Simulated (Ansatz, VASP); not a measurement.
**FeSi in VASP and in Ansatz**

```
CELL_PARAMETERS angstrom
4.53485 0.00000 0.00000
0.00000 4.53485 0.00000
0.00000 0.00000 4.53485
ATOMIC_POSITIONS crystal
Fe 0.13462 0.13462 0.13462
Fe 0.36538 0.86538 0.63462
Fe 0.63462 0.36538 0.86538
Fe 0.86538 0.63462 0.36538
Si 0.84020 0.84020 0.84020
Si 0.65980 0.15980 0.34020
Si 0.34020 0.65980 0.15980
Si 0.15980 0.34020 0.65980
```

Alike in both runs: task relaxation of the atoms; functional PBE; k mesh 8 × 8 × 8; occupations gaussian, width 0.01 eV; no spin polarisation.

```csv
,VASP,Ansatz
version,VASP 6.6.1,Ansatz 0.2.0
potentials or method,"VASP PAW PBE potentials, release 64 (Fe, Si)","scalar-relativistic, plane waves, norm-conserving pseudopotentials"
plane-wave cutoff (eV),520,1225
valence electrons in the cell,48,80
```

```tsv
	VASP	Ansatz	Ansatz less VASP
gap on the k mesh at the Fermi level, each at its own relaxed structure (eV)	0.16	0.15	-0.018
```

VASP's potentials hold 48 valence electrons a cell and Ansatz's 80, so a difference there can come from the potentials and not from the codes. Ansatz's warnings: stress scf threshold loose.
